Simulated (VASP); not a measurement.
## Al2O3: single point with PBE+D3(BJ)

Al2O3:

```
CELL_PARAMETERS angstrom
2.86720 0.00000 0.00000
-1.43360 2.48307 0.00000
0.00000 0.00000 6.85850
ATOMIC_POSITIONS crystal
Al 0.00000 0.00000 0.19074
Al 0.00000 0.00000 0.80926
O 0.33333 0.66667 0.28409
O 0.66667 0.33333 0.00000
O 0.33333 0.66667 0.71591
```

- Program: VASP 6.6.1
- Task: single point
- Functional: PBE
- Dispersion: D3(BJ)
- Potentials or basis: VASP PAW PBE potentials, release 64 (Al, O)
- Cutoff: 520 eV
- k mesh: 9 × 9 × 4
- Occupations: gaussian, width 0.05 eV
- Spin: no spin polarisation
- Dipole correction: no
- Further INCAR settings: ALGO = Normal; EDIFF = 1e-06; NBANDS = 20

```
Pressure                   : 9.1 GPa
Largest force              : 0.864 eV/Å
Band gap on the k mesh     : 4.37 eV, indirect (least direct gap 4.48 eV)
Dispersion energy per atom : -0.207 eV
```

Forces in eV/Å, atoms in the order of the input:
```
Al   0.000  0.000  0.864
Al   0.000  0.000 -0.864
O    0.000  0.000  0.753
O    0.000  0.000  0.000
O    0.000  0.000 -0.753
```

Stress tensor (GPa, compression positive):
```
 4.05  0.00  0.00
 0.00  4.05  0.00
 0.00  0.00 19.12
```

Levels at points of the mesh, in eV from the valence-band top:
| k point | band 8 | band 9 | band 10 | band 11 | band 12 | band 13 | band 14 | band 15 | band 16 | band 17 |
| --- | --- | --- | --- | --- | --- | --- | --- | --- | --- | --- |
| (0.00, 0.00, 0.00) | -1.68 | -1.68 | -1.28 | -1.28 | -0.10 | 4.37 | 7.26 | 8.71 | 12.24 | 14.19 |
| (0.00, 0.00, 0.50) | -1.72 | -1.72 | -1.25 | -1.25 | -1.05 | 4.87 | 7.23 | 8.15 | 13.02 | 14.23 |

Run time: 16 s on 1 thread of Intel(R) Xeon(R) 6975P-C (Granite Rapids), with other jobs on the host, peak memory 0.19 GiB.

A k mesh can miss the band edges. A hybrid or GW would open this gap; PBE tends to underestimate it.
